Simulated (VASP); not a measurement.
Here is a VASP 6.6.1 calculation.

File INCAR:

```
SYSTEM = AlCo
ALGO = Fast
EDIFF = 1E-6
ENCUT = 520
GGA = PE
ISIF = 2
ISMEAR = 0
LASPH = .TRUE.
LCHARG = .FALSE.
LREAL = .FALSE.
LWAVE = .FALSE.
NBANDS = 13
NELM = 80
PREC = Accurate
SIGMA = 0.15
```

Contents of KPOINTS:

```
k-points
0
G
  24 24 24
  0 0 0
```

Contents of POSCAR:

```
AlCo
1.0
    2.8909744209      0.0000000000      0.0000000000
    0.0000000000      2.8909744209      0.0000000000
    0.0000000000      0.0000000000      2.7753354441
Al Co
1 1
Direct
    0.0000000000      0.0000000000      0.0000000000
    0.5000000000      0.5000000000      0.5000000000
```

Potentials or basis: VASP PAW PBE potentials, release 64 (Al, Co).

Command:

```console
$ cat potpaw_PBE.64/Al/POTCAR potpaw_PBE.64/Co/POTCAR > POTCAR
$ mpirun -np 1 vasp_std > vasp.out
```

Question: Estimate the band gap on the k mesh.

Answer: Zero (bands 6 and 7 overlap by 2.67 eV).

Question: Predict the pressure.

Answer: 0.0 GPa.

Stress tensor (GPa, compression positive):
```
-2.64  0.00  0.00
 0.00 -2.64  0.00
 0.00  0.00  5.14
```

Caveat: the run has no spin polarisation, though such a crystal can be magnetic. Spin polarisation is off, so any magnetic state and its effect on volume and gap are missing.
